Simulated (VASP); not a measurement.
Set up this calculation in VASP 6.6.1, as the native input.

| Item | Value |
| --- | --- |
| Task | single point |
| Functional | PBEsol |
| Potentials or basis | VASP PAW PBE potentials, release 64 (O) |
| Cutoff | 600 eV |
| k mesh | 20 × 20 × 20 |
| Occupations | gaussian, width 0.15 eV |
| Spin | no spin polarisation |
| Dipole correction | no |
| Further INCAR settings | ALGO = Normal; EDIFF = 1e-06; NBANDS = 13 |

The structure of O lies in POSCAR:

```
O
1.0
    0.0000000000      1.6319942902      4.4021844131
    1.6375895745      0.0000000000      4.4021844131
    1.6375895745      1.6319942902      0.0000000000
O
2
Direct
    0.0837545105      0.0837545105      0.9162454895
    0.9162454895      0.9162454895      0.0837545105
```

This cell differs from its parent crystal: atoms shifted along a free coordinate.

These files were run (other wordings do the same):

INCAR

```
PREC = Accurate ; ENCUT = 600
EDIFF = 1E-6 ; ISMEAR = 0
SIGMA = 0.15 ; LREAL = False
LASPH = True ; NELM = 120
ALGO = Normal ; ISIF = 2
LWAVE = False ; LCHARG = False
GGA = PS ; NBANDS = 13
GGA_COMPAT = False
```

KPOINTS

```
Automatic mesh
0
Gamma
  20 20 20
```

Potentials or basis: VASP PAW PBE potentials, release 64 (O).

Run with:

```bash
$ cat potpaw_PBE.64/O/POTCAR > POTCAR
$ mpirun -np 1 vasp_std > vasp.out
```

It gave:

- Pressure: -25.0 GPa
- Largest force: 8.119 eV/Å
- Band gap on the k mesh: zero (bands 6 and 7 overlap by 2.98 eV)

Caveat: the cell differs from its parent crystal (atoms shifted along a free coordinate); the stress differs along the axes, from -82 to 4 GPa; this functional lacks dispersion, which holds the molecules together, so the pressure and a relaxed volume are unreliable; the PAW data sets were made with another functional, which shifts forces and pressure a little.

Run time: 3.7 min on 1 thread of Intel(R) Xeon(R) Platinum 8488C (Sapphire Rapids), on a shared host, peak memory 0.43 GiB.
